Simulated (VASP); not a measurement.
Wanted: the native input for a VASP 6.6.1 run.

```
Task                   : single point
Functional             : r2SCAN
Dispersion             : D4
Potentials or basis    : VASP PAW PBE potentials, release 64 (Mg, Se)
Cutoff                 : 660 eV
k mesh                 : 6 × 6 × 6
Occupations            : gaussian, width 0.01 eV
Spin                   : no spin polarisation
Dipole correction      : no
Further INCAR settings : ALGO = Normal; EDIFF = 1e-06; NBANDS = 11
```

Crystal: MgSe.

```
Mg Se
1.0
     0.00000    2.73627    2.73627
     2.73627    0.00000    2.73627
     2.73627    2.73627    0.00000
Mg Se
1 1
Direct
  0.00000 0.00000 0.00000
  0.50000 0.50000 0.50000
```

One way to write it, as run:

POSCAR

```
MgSe
1.0
    0.0000000000      2.7362693767      2.7362693767
    2.7362693767      0.0000000000      2.7362693767
    2.7362693767      2.7362693767      0.0000000000
Mg Se
1 1
Direct
    0.0000000000      0.0000000000      0.0000000000
    0.5000000000      0.5000000000      0.5000000000
```

INCAR.step1

```
SYSTEM = MgSe
  PREC = Accurate
  ENCUT = 660
  ISMEAR = 0
  SIGMA = 0.01
  LREAL = .False.
  LASPH = .True.
  NELM = 120
  NBANDS = 11
  GGA = PE
  ALGO = Normal
  EDIFF = 1E-5
  LWAVE = .True.
  LCHARG = .False.
  GGA_COMPAT = .False.
```

INCAR.step2

```
SYSTEM = MgSe
  PREC = Accurate
  ENCUT = 660
  EDIFF = 1E-6
  ISMEAR = 0
  SIGMA = 0.01
  LREAL = .False.
  LASPH = .True.
  NELM = 120
  ALGO = Normal
  ISIF = 2
  LWAVE = .False.
  LCHARG = .False.
  METAGGA = R2SCAN
  LMIXTAU = .True.
  IVDW = 13
  VDW_S6 = 1.0
  VDW_S8 = 0.6018749
  VDW_A1 = 0.51559235
  VDW_A2 = 5.77342911
  NBANDS = 11
  ISTART = 1
  GGA_COMPAT = .False.
```

KPOINTS

```
Automatic mesh
0
Gamma
  6 6 6
  0 0 0
```

Potentials or basis: VASP PAW PBE potentials, release 64 (Mg, Se).

Run with:

```bash
$ cat potpaw_PBE.64/Mg/POTCAR potpaw_PBE.64/Se/POTCAR > POTCAR
$ cp INCAR.step1 INCAR
$ mpirun -np 1 vasp_std > vasp.out
$ cp INCAR.step2 INCAR
$ mpirun -np 1 vasp_std > vasp.out
```

It gave:

```json
{
  "Pressure": "-1.1 GPa",
  "Band gap on the k mesh": "2.44 eV (least direct gap 3.41 eV)",
  "Dispersion energy per atom": "-0.107 eV"
}
```

Caveat: the PAW data sets were made with another functional, which shifts forces and pressure a little.

Run time: 33 s on 1 thread of Intel(R) Xeon(R) Platinum 8375C CPU @ 2.90GHz (Ice Lake) (shared host), peak memory 0.19 GiB.
